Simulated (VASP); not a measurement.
Runs of VASP 6.6.1 on AlP. The structure is that of space group F-43m (No. 216), or close to it. The cells are those of the table. 

```tsv
task	cell	k mesh	smearing	ions in elastic constants	gap on the mesh (eV)	pressure (GPa)
single point	a = 3.643 Å, angles 60.0°, 2 atoms	8 × 8 × 8	gaussian 0.01 eV	-	1.05	20.1
relaxation of cell and atoms	relaxed to 20 GPa from a = 3.842 Å, angles 60.0°, 2 atoms	8 × 8 × 8	gaussian 0.01 eV	-	1.05	20.0
relaxation of cell and atoms	relaxed from a = 3.854 Å, angles 60.0°, 2 atoms	14 × 14 × 14	fermi-dirac 0.05 eV	-	(a)	0.0
single point	a = 3.842 Å, angles 60.0°, 2 atoms	14 × 14 × 14	fermi-dirac 0.05 eV	-	1.41	0.1
```

Alike in all rows: level LDA; potentials or basis VASP PAW LDA potentials, release 64 (Al, P); no spin polarisation; cutoff (eV) 500.

Problem. Fill in the values left out.

Solution. (a) 1.42.

Caveats: the cell is relaxed towards a set pressure, so the enthalpy falls and the energy may rise (some runs).

A k mesh can miss the band edges.
